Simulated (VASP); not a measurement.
## Si4Sn: single point with PBE

The system is Si4Sn.

```
CELL_PARAMETERS angstrom
1.46458 0.84558 11.95825
-1.46458 0.84558 11.95825
0.00000 -1.69115 11.95825
ATOMIC_POSITIONS crystal
Si 0.40000 0.40000 0.40000
Si 0.60000 0.60000 0.60000
Si 0.20000 0.20000 0.20000
Si 0.80000 0.80000 0.80000
Sn 0.00000 0.00000 0.00000
```

```yaml
Program: VASP 6.6.1
Task: single point
Functional: PBE
Potentials_or_basis: VASP PAW PBE potentials, release 64 (Si, Sn_d)
Cutoff: 500 eV
k_mesh: 6 × 6 × 6
Occupations: gaussian, width 0.1 eV
Spin: no spin polarisation
```

```json
{
  "Pressure": "1.5 GPa",
  "Largest force": "1.487 eV/Å",
  "Band gap on the k mesh": "zero (bands 15 and 16 overlap by 9.22 eV)"
}
```

Forces on the atoms (eV/Å):
```
Si   0.000  0.000  1.487
Si   0.000  0.000 -1.487
Si   0.000  0.000  0.149
Si   0.000  0.000 -0.149
Sn   0.000  0.000  0.000
```

Stress tensor (GPa, compression positive):
```
 2.67  0.00  0.00
 0.00  2.67  0.00
 0.00  0.00 -0.86
```

Levels at points of the mesh, in eV from the Fermi level:
```
           k point  band 11  band 12  band 13  band 14  band 15  band 16  band 17  band 18
(0.00, 0.00, 0.00)    -3.91    -3.62     2.97     3.00     6.88     6.88     6.99     6.99
(0.50, 0.00, 0.00)    -5.90    -3.96    -3.70    -2.90    -2.60     0.68     0.84     2.49
(0.50, 0.50, 0.00)    -5.12    -4.65    -4.54    -2.11    -1.82    -0.10    -0.03     2.55
(0.50, 0.50, 0.50)    -6.02    -0.65    -0.50     6.60     6.83     6.86     6.86     7.08
```

Run time: 13 min on 1 thread of Intel(R) Xeon(R) 6975P-C (Granite Rapids), on a shared host, peak memory 1.2 GiB.

Caveat: the k points lie up to 0.41 Å⁻¹ apart, too coarse for converged energies and pressures of a metal; spin-orbit coupling is left out, which moves the levels of the heavy elements; forces of over 1 eV/Å act on the atoms, so gaps and moduli don't describe the material at rest.
